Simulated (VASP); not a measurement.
# Si12CO in VASP: a series of runs

The runs below take Si12CO through single point, with PBE.

Everything below comes from runs of VASP 6.6.1. Logs are shortened: lines on timing, memory, paths and dates and some standing lists are left out, and cuts for length are marked.

**1. The cell of the first run**

The cell holds a slab with vacuum, 14 atoms: a = 7.735 Å, b = 5.470 Å, c = 21.724 Å, α = 90.00°, β = 90.00°, γ = 90.00°.

**2. Single point, PBE**

Input file INCAR:

```
SYSTEM = Si12CO
ALGO = Normal
DIPOL = 0.5 0.5 0.294
EDIFF = 1E-6
ENCUT = 520
GGA = PE
GGA_COMPAT = .FALSE.
IDIPOL = 3
ISIF = 2
ISMEAR = 0
LASPH = .TRUE.
LCHARG = .FALSE.
LDIPOL = .TRUE.
LREAL = .FALSE.
LWAVE = .FALSE.
NBANDS = 42
NELM = 120
NELMDL = -8
PREC = Accurate
SIGMA = 0.05
```

Input file KPOINTS:

```
k-points
0
G
  4 5 1
  0 0 0
```

Input file POSCAR:

```
Si12CO
1.0
    7.7350711403      0.0000000000      0.0000000000
    0.0000000000      5.4695212563      0.0000000000
    0.0000000000      0.0000000000     21.7238421161
Si C O
12 1 1
Direct
    0.2500000000      0.0000000000      0.1841294914
    0.7500000000      0.0000000000      0.1841294914
    0.0000000000      0.2500000000      0.1841294914
    0.5000000000      0.2500000000      0.1841294914
    0.0000000000      0.5024402206      0.2710384099
    0.5000000000      0.5024402206      0.2710384099
    0.2500000000      0.7475597794      0.2710384099
    0.7500000000      0.7475597794      0.2710384099
    0.2500000000      0.0098635024      0.3555467801
    0.7500000000      0.0098635024      0.3555467801
    0.0000000000      0.2401364976      0.3555467801
    0.5000000000      0.2401364976      0.3555467801
    0.0000000000      0.0098635024      0.4222937207
   -0.1060421878      0.1159056901      0.4489924970
```

Potentials or basis: VASP PAW PBE potentials, release 64 (Si, C, O).

Command:

```
$ cat potpaw_PBE.64/Si/POTCAR potpaw_PBE.64/C/POTCAR potpaw_PBE.64/O/POTCAR > POTCAR
$ mpirun -np 1 vasp_std > vasp.out
```

OUTCAR:

```text
SYSTEM = Si12CO
   EDIFF = 1E-6
   ENCUT = 520
   GGA = PE
   ISIF = 2
   ISMEAR = 0
   LASPH = .TRUE.
   LREAL = .FALSE.
   NELM = 120
   NELMDL = -8
   PREC = Accurate

 ion  position               nearest neighbor table
   1  0.250  0.000  0.184-   7 2.34   4 2.37   3 2.37
   2  0.750  0.000  0.184-   8 2.34   4 2.37   3 2.37
   3  0.000  0.250  0.184-   5 2.34   2 2.37   1 2.37
   4  0.500  0.250  0.184-   6 2.34   2 2.37   1 2.37
   5  0.000  0.502  0.271-  11 2.33   3 2.34   8 2.35   7 2.35
   6  0.500  0.502  0.271-  12 2.33   4 2.34   8 2.35   7 2.35
   7  0.250  0.748  0.271-   9 2.33   1 2.34   6 2.35   5 2.35
   8  0.750  0.748  0.271-  10 2.33   2 2.34   6 2.35   5 2.35
   9  0.250  0.010  0.356-  11 2.31  12 2.31   7 2.33  13 2.42
  10  0.750  0.010  0.356-  11 2.31  12 2.31   8 2.33  14 2.39  13 2.42
  11  0.000  0.240  0.356-  13 1.92  14 2.29   9 2.31  10 2.31   5 2.33
  12  0.500  0.240  0.356-   9 2.31  10 2.31   6 2.33
  13  0.000  0.010  0.422-  14 1.16  11 1.92   9 2.42  10 2.42
  14  0.894  0.116  0.449-  13 1.16  11 2.29  10 2.39

  LATTYP: Found a simple orthorhombic cell.
 ALAT       =     5.4695212563
 B/A-ratio  =     1.4142135624
 C/A-ratio  =     3.9717995594

  Lattice vectors:

 A1 = (   0.0000000000,  -5.4695212563,   0.0000000000)
 A2 = (   7.7350711403,   0.0000000000,   0.0000000000)
 A3 = (   0.0000000000,   0.0000000000,  21.7238421161)

Analysis of symmetry for initial positions (statically):
=====================================================================
 Subroutine PRICEL returns:
 Original cell was already a primitive cell.

 Routine SETGRP: Setting up the symmetry group for a
 simple orthorhombic supercell.

 Subroutine GETGRP returns: Found  1 space group operations
 (whereof  1 operations were pure point group operations)
 out of a pool of  8 trial point group operations.

The static configuration has the point symmetry C_1 .

Analysis of symmetry for dynamics (positions and initial velocities):
=====================================================================
 Subroutine PRICEL returns:
 Original cell was already a primitive cell.

 Routine SETGRP: Setting up the symmetry group for a
 simple orthorhombic supercell.

 Subroutine GETGRP returns: Found  1 space group operations
 (whereof  1 operations were pure point group operations)
 out of a pool of  8 trial point group operations.

The dynamic configuration has the point symmetry C_1 .

 Subroutine INISYM returns: Found  1 space group operations
 (whereof  1 operations are pure point group operations),
 and found     1 'primitive' translations

----------------------------------------------------------------------------------------

                                     Primitive cell

  volume of cell :     919.0735

  direct lattice vectors                    reciprocal lattice vectors
     7.735071140  0.000000000  0.000000000     0.129281293  0.000000000  0.000000000
     0.000000000  5.469521256  0.000000000     0.000000000  0.182831358  0.000000000
     0.000000000  0.000000000 21.723842116     0.000000000  0.000000000  0.046032373

  length of vectors
     7.735071140  5.469521256 21.723842116     0.129281293  0.182831358  0.046032373

  position of ions in fractional coordinates (direct lattice)
     0.250000000  0.000000000  0.184129491
     0.750000000  0.000000000  0.184129491
     0.000000000  0.250000000  0.184129491
     0.500000000  0.250000000  0.184129491
     0.000000000  0.502440221  0.271038410
     0.500000000  0.502440221  0.271038410
     0.250000000  0.747559779  0.271038410
     0.750000000  0.747559779  0.271038410
     0.250000000  0.009863502  0.355546780
     0.750000000  0.009863502  0.355546780
     0.000000000  0.240136498  0.355546780
     0.500000000  0.240136498  0.355546780
     0.000000000  0.009863502  0.422293721
     0.893957812  0.115905690  0.448992497

  ion indices of the primitive-cell ions
   primitive index   ion index
                 1           1
                 2           2
[... 29 lines left out ...]
     0.032320323  0.036566272  0.046032373

  Shift w.r.t. Gamma in fractional coordinates (k-lattice)
     0.000000000  0.000000000  0.000000000

 Subroutine IBZKPT returns following result:
 ===========================================

 Found     11 irreducible k-points:

 Following reciprocal coordinates:
            Coordinates               Weight
  0.000000  0.000000  0.000000      1.000000
  0.250000  0.000000  0.000000      2.000000
  0.500000  0.000000  0.000000      1.000000
  0.000000  0.200000  0.000000      2.000000
  0.250000  0.200000  0.000000      2.000000
 -0.250000  0.200000  0.000000      2.000000
  0.500000  0.200000  0.000000      2.000000
  0.000000  0.400000  0.000000      2.000000
  0.250000  0.400000  0.000000      2.000000
 -0.250000  0.400000  0.000000      2.000000
  0.500000  0.400000  0.000000      2.000000
   k-points           NKPTS =     11   k-points in BZ     NKDIM =     11   number of bands    NBANDS=     42
   number of dos      NEDOS =    301   number of ions     NIONS =     14
   total plane-waves  NPLWV = 408240
   dimension x,y,z NGX =    60 NGY =   42 NGZ =  162
   dimension x,y,z NGXF=   120 NGYF=   84 NGZF=  324
   ions per type =              12   1   1
   NGX,Y,Z   is equivalent  to a cutoff of  12.90, 12.77, 12.40 a.u.
   NGXF,Y,Z  is equivalent  to a cutoff of  25.79, 25.53, 24.79 a.u.
 SYSTEM =  Si12CO
   PREC   = accura    normal or accurate (medium, high low for compatibility)
   ISTART =      0    job   : 0-new  1-cont  2-samecut
   ICHARG =      2    charge: 1-file 2-atom 10-const
   ISPIN  =      1    spin polarized calculation?
   LNONCOLLINEAR =      F non collinear calculations
   LSORBIT =      F    spin-orbit coupling
   LASPH  =      T    aspherical Exc in radial PAW
   ENCUT  =  520.0 eV  38.22 Ry    6.18 a.u.  14.38 10.17 40.39*2*pi/ulx,y,z
   NELM   =    120;   NELMIN=  2; NELMDL= -8     # of ELM steps
   EDIFF  = 0.1E-05   stopping-criterion for ELM
   LREAL  =      F    real-space projection
   EDIFFG = 0.1E-04   stopping-criterion for IOM
   NSW    =      0    number of steps for IOM
   IBRION =     -1    ionic relax: 0-MD 1-quasi-New 2-CG
   NFREE  =      0    steps in history (QN), initial steepest desc. (CG)
   ISIF   =      2    stress and relaxation
   ISYM   =      2    0-nonsym 1-usesym 2-fastsym
   POTIM  = 0.5000    time-step for ionic-motion
   TEBEG  =    0.0;   TEEND  =   0.0 temperature during run
   PSTRESS=    0.0 pullay stress
   NELECT =      58.0000    total number of electrons
   NUPDOWN=      -1.0000    fix difference up-down
   EMIN   =  10.00;   EMAX   =-10.00  energy-range for DOS
   EFERMI =   0.00;   METHOD = LEGACY
   ISMEAR =     0;   SIGMA  =   0.05  broadening in eV -4-tet -1-fermi 0-gaus
   EFERMI_NEDOS =   21; number of points for ismear=-14 and -15
   IALGO  =     38    algorithm
   IMIX   =      4    mixing-type and parameters
     AMIX     =   0.40;   BMIX     =  1.00
     AMIX_MAG =   1.60;   BMIX_MAG =  1.00
  volume/ion in A,a.u.               =      65.65       443.02
  Fermi-wavevector in a.u.,A,eV,Ry     =   0.651780  1.231685  5.779981  0.424817
  Thomas-Fermi vector in A             =   1.721489
   LORBIT       =      0    0 simple, 1 ext, 2 COOP (PROOUT), +10 PAW based schemes
   GGA     = PE    functional components
   LHFCALC =     F    Hartree Fock is set to
   AEXX    =    0.0000 exact exchange contribution
   IVDW    =     0    specifies the selected vdW correction
   LEPSILON=     F    determine dielectric tensor
   LRPA    =     F    only Hartree local field effects (RPA)
 non-spin polarized calculation
 Gauss-broadening in eV      SIGMA  =   0.05
  energy-cutoff  :      520.00
  volume of cell :      919.07
 maximum number of plane-waves:     24773
 NGX is ok and might be reduce to    60
   NGX = 29   NGY = 21   NGZ = 81

 dipolmoment           0.000000      0.000000      0.076269 electrons x Angstroem

 number of electron      57.9999999 magnetization

 dipolmoment           0.000000      0.000000     -0.032916 electrons x Angstroem

 Free energy of the ion-electron system (eV)
  ---------------------------------------------------
  ext. energy  EPLUGINS =         0.00000000
  ---------------------------------------------------
  free energy    TOTEN  =       -68.90058266 eV

  energy without entropy =      -68.89382516  energy(sigma->0) =      -68.89720391

 E-fermi :  -1.7828     XC(G=0):  -3.4385

 val. band max:       -1.8211660886   @ k =   0.0000   0.0000   0.0000
 cond. band min:      -1.7470541986   @ k =   0.5000   0.4000   0.0000
 fundamental gap:      0.0741118900
 Fermi energy:        -1.7828167171

 k-point     1 :       0.0000    0.0000    0.0000
  band No.  band energies     occupation
      1     -26.8406      2.00000
      2     -13.8165      2.00000
      3     -12.7036      2.00000
      4     -11.5267      2.00000
      5     -11.2023      2.00000
      6     -11.0399      2.00000
[... 473 lines left out ...]
     40       1.7361      0.00000
     41       2.0293      0.00000
 [bands above 41 left out]

------------------------ aborting loop because EDIFF is reached ----------------------------------------

 vacuum level on the upper side and lower side of the slab       (xc-potential included)        -0.171        -0.022

  FORCE on cell =-STRESS in cart. coord.  units (eV):
  Direction    XX          YY          ZZ          XY          YZ          ZX
  --------------------------------------------------------------------------------------
  -------------------------------------------------------------------------------------
  Total        2.6765555      6.1205468      9.9594204     -0.6936218     -0.4016563     -1.7396578
  in kB        4.6659123     10.6696591     17.3617853     -1.2091580     -0.7001884     -3.0326629
  external PRESSURE =      10.8991189 kB  Pullay stress =       0.0000000 kB

 VOLUME and BASIS-vectors are now :
 -----------------------------------------------------------------------------
  energy-cutoff  :      520.00
  volume of cell :      919.07
      direct lattice vectors                 reciprocal lattice vectors
     7.735071140  0.000000000  0.000000000     0.129281293  0.000000000  0.000000000
     0.000000000  5.469521256  0.000000000     0.000000000  0.182831358  0.000000000
     0.000000000  0.000000000 21.723842116     0.000000000  0.000000000  0.046032373

 POSITION                                       TOTAL-FORCE (eV/Angst)
 -----------------------------------------------------------------------------------
      1.93377      0.00000      4.00000         0.132163      0.463014     -0.006015
      5.80130      0.00000      4.00000        -0.147021      0.539596      0.136174
      0.00000      1.36738      4.00000         0.116559     -0.604094      0.373941
      3.86754      1.36738      4.00000        -0.056731     -0.577137     -0.055700
      0.00000      2.74811      5.88800         0.028993      0.487901     -0.330518
      3.86754      2.74811      5.88800         0.105659     -0.021140      0.046185
      1.93377      4.08879      5.88800        -0.148762     -0.181631     -0.313087
      5.80130      4.08879      5.88800        -0.006757     -0.248488     -0.186742
      1.93377      0.05395      7.72384         0.310884     -0.047432      0.197853
      5.80130      0.05395      7.72384        -0.420802     -0.483973     -1.538536
      0.00000      1.31343      7.72384         0.171352      1.895153     -3.514091
      3.86754      1.31343      7.72384         0.013966      0.335773      0.344779
      0.00000      0.05395      9.17384         2.439059     -3.734144     -0.721637
      6.91483      0.63395      9.75384        -2.538563      2.176600      5.567393
 -----------------------------------------------------------------------------------
    total drift:                               -0.000807      0.000215      0.000221

  FREE ENERGIE OF THE ION-ELECTRON SYSTEM (eV)
  ---------------------------------------------------
  free  energy   TOTEN  =       -68.9005826613 eV

  energy  without entropy=      -68.8938251598  energy(sigma->0) =      -68.89720391

 vacuum level on the upper side and lower side of the slab         2.784         2.939
```

Run time: 24 min. Hardware: 1 thread of Oxide Virtual Turin-like, shared host; peak memory 0.95 GiB.

What came out:

| Property | Result |
| --- | --- |
| Free energy | -68.9006 eV |
| Largest force | 6.494 eV/Å |
| Band gap on the k mesh | zero (bands 29 and 30 overlap by 0.24 eV) |

Forces in eV/Å, atoms in the order of the input:
```
Si   0.132  0.463 -0.006
Si  -0.147  0.540  0.136
Si   0.117 -0.604  0.374
Si  -0.057 -0.577 -0.056
Si   0.029  0.488 -0.331
Si   0.106 -0.021  0.046
Si  -0.149 -0.182 -0.313
Si  -0.007 -0.248 -0.187
Si   0.311 -0.047  0.198
Si  -0.421 -0.484 -1.539
Si   0.171  1.895 -3.514
Si   0.014  0.336  0.345
C    2.439 -3.734 -0.722
O   -2.539  2.177  5.567
```

**3. Single point, PBE**

Input file INCAR:

```
PREC = Accurate
ENCUT = 520
EDIFF = 1E-6
ISMEAR = 0
SIGMA = 0.05
LREAL = False
LASPH = True
NELM = 120
ALGO = Normal
ISIF = 2
LWAVE = False
LCHARG = True
LDIPOL = True
IDIPOL = 3
DIPOL = 0.5 0.5 0.294
GGA = PE
LELF = True
LVHAR = True
LVACPOTAV = True
NBANDS = 42
GGA_COMPAT = False
NELMDL = -8
```

Input file KPOINTS:

```
regular mesh
0
Gamma
  4 5 1
```

POSCAR, as its differences from that of step 2:

```diff
@@ -21,2 +21,2 @@
     0.0000000000      0.0098635024      0.4222937207
-   -0.1060421878      0.1159056901      0.4489924970
+   -0.1179584067     -0.0669900293      0.4489924970
```

Potentials or basis: VASP PAW PBE potentials, release 64 (Si, C, O).

Command:

```
$ cat potpaw_PBE.64/Si/POTCAR potpaw_PBE.64/C/POTCAR potpaw_PBE.64/O/POTCAR > POTCAR
$ mpirun -np 1 vasp_std > vasp.out
```

Run time: 23 min. Hardware: 1 thread of Oxide Virtual Turin-like, shared host; peak memory 0.94 GiB.

It converged, with:

```yaml
Free_energy: -70.3231 eV
Largest_force: 5.057 eV/Å
Band_gap_on_the_k_mesh: zero (bands 29 and 30 overlap by 0.06 eV)
```

Forces on the atoms (eV/Å):
```
Si   0.080  0.724  0.151
Si  -0.028  0.493  0.056
Si  -0.040 -0.720  0.287
Si  -0.037 -0.636 -0.061
Si  -0.190  0.532 -0.477
Si  -0.046 -0.044 -0.024
Si   0.103 -0.237 -0.253
Si   0.050 -0.244 -0.097
Si  -0.286 -0.284  0.061
Si  -0.755 -0.216 -1.071
Si   0.747  0.642 -0.632
Si  -0.063  0.265  0.406
C    3.436  2.466 -1.384
O   -2.972 -2.742  3.037
```

Levels at points of the mesh, in eV from the Fermi level:
| k point | band 25 | band 26 | band 27 | band 28 | band 29 | band 30 | band 31 | band 32 | band 33 | band 34 |
| --- | --- | --- | --- | --- | --- | --- | --- | --- | --- | --- |
| (0.00, 0.00, 0.00) | -1.14 | -0.78 | -0.59 | -0.36 | -0.19 | 0.07 | 0.28 | 0.58 | 1.03 | 1.53 |
| (0.50, 0.00, 0.00) | -1.48 | -0.90 | -0.75 | -0.60 | -0.22 | -0.01 | 0.66 | 0.84 | 1.47 | 1.71 |

[end of part 1 of 2]

The gap in the log of VASP goes by the Fermi energy; the results here count the filled bands.